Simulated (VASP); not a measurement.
## Cu3B: single point with PBE

Crystal: Cu3B.

```xyz
4
Lattice="0.0000 2.7546 2.7546 2.7546 0.0000 2.7546 2.7546 2.7546 0.0000" Properties=species:S:1:pos:R:3 pbc="T T T"
Cu    1.3773    1.3773    1.3773
Cu    0.0000    0.0000    0.0000
Cu    4.1319    4.1319    4.1319
B     2.7546    2.7546    2.7546
```

The cell was built from a structure type or drawn by symmetry, and may not be a known phase.

```yaml
Program: VASP 6.6.1
Task: single point
Functional: PBE
Potentials_or_basis: VASP PAW PBE potentials, release 64 (Cu, B)
Cutoff: 600 eV
k_mesh: 6 × 6 × 6
Occupations: gaussian, width 0.2 eV
Spin: no spin polarisation
```

```yaml
Pressure: 0.2 GPa
Band_gap_on_the_k_mesh: zero (bands 18 and 19 overlap by 4.08 eV)
```

Levels at points of the mesh, in eV from the Fermi level:
| k point | band 14 | band 15 | band 16 | band 17 | band 18 | band 19 | band 20 | band 21 |
| --- | --- | --- | --- | --- | --- | --- | --- | --- |
| (0.00, 0.00, 0.00) | -2.38 | -2.31 | -2.31 | 2.23 | 2.23 | 2.23 | 2.25 | 5.66 |
| (0.50, 0.00, 0.00) | -2.44 | -2.27 | -2.27 | -1.98 | 1.75 | 1.75 | 2.74 | 4.21 |
| (0.50, 0.50, 0.00) | -2.53 | -2.41 | -2.30 | -2.08 | -2.08 | -1.85 | 1.96 | 3.79 |

It took 39 s on 1 thread of Intel Xeon 8259CL (shared host), peak memory 0.18 GiB.
